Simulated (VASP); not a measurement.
Write the native input for VASP 6.6.1 that does the following.

| Property | Result |
| --- | --- |
| Task | single point |
| Functional | PBE |
| Potentials or basis | VASP PAW PBE potentials, release 64 (Ba_sv, Hf_pv, O) |
| Cutoff | 520 eV |
| k mesh | 6 × 6 × 4 |
| Occupations | gaussian, width 0.1 eV |
| Spin | no spin polarisation |
| Dipole correction | no |
| Further INCAR settings | ALGO = Normal; EDIFF = 1e-07; NBANDS = 27 |

The structure of BaHfO3 lies in POSCAR:

```
BaHfO3
1.0
    4.3271990706     -0.0000000028      0.0000000000
   -2.1635995328      3.7474643238      0.0000000000
    0.0000000000      0.0000000000      6.9052555739
Ba Hf O
1 1 3
Direct
    0.0000000000      0.0000000000      0.5000000000
    0.0000000000      0.0000000000      0.0000000000
    0.5000000000      0.0000000000      0.0000000000
    0.0000000000      0.5000000000      0.0000000000
    0.5000000000      0.5000000000      0.0000000000
```

One way to write it, as run:

INCAR

```
PREC     = Accurate       # precision mode
ENCUT    = 520            # plane-wave cutoff, eV
EDIFF    = 1E-7           # SCF threshold, eV
ISMEAR   = 0              # smearing method
SIGMA    = 0.1            # smearing width, eV
LREAL    = False          # projectors in reciprocal space
LASPH    = True           # aspherical terms in the spheres
NELM     = 80             # most SCF steps
ALGO     = Normal         # electronic algorithm
ISIF     = 2              # what is computed and relaxed
LWAVE    = False          # write WAVECAR
LCHARG   = False          # write CHGCAR
GGA      = PE             # functional
NBANDS   = 27             # bands
```

KPOINTS

```
Automatic mesh
0
Gamma
  6 6 4
```

Potentials or basis: VASP PAW PBE potentials, release 64 (Ba_sv, Hf_pv, O).

Launch:

```bash
$ cat potpaw_PBE.64/Ba_sv/POTCAR potpaw_PBE.64/Hf_pv/POTCAR potpaw_PBE.64/O/POTCAR > POTCAR
$ mpirun -np 1 vasp_std > vasp.out
```

It gave:

| Item | Value |
| --- | --- |
| Pressure | -0.8 GPa |
| Band gap on the k mesh | zero (band 19 reaches 2.74 eV, above the bottom of band 20 at 2.18 eV) |

Caveat: spin-orbit coupling is left out, which moves the levels of the heavy elements.

Wall time 28 s on 1 thread of Intel(R) Xeon(R) 6975P-C (Granite Rapids) (shared host), peak memory 0.26 GiB.
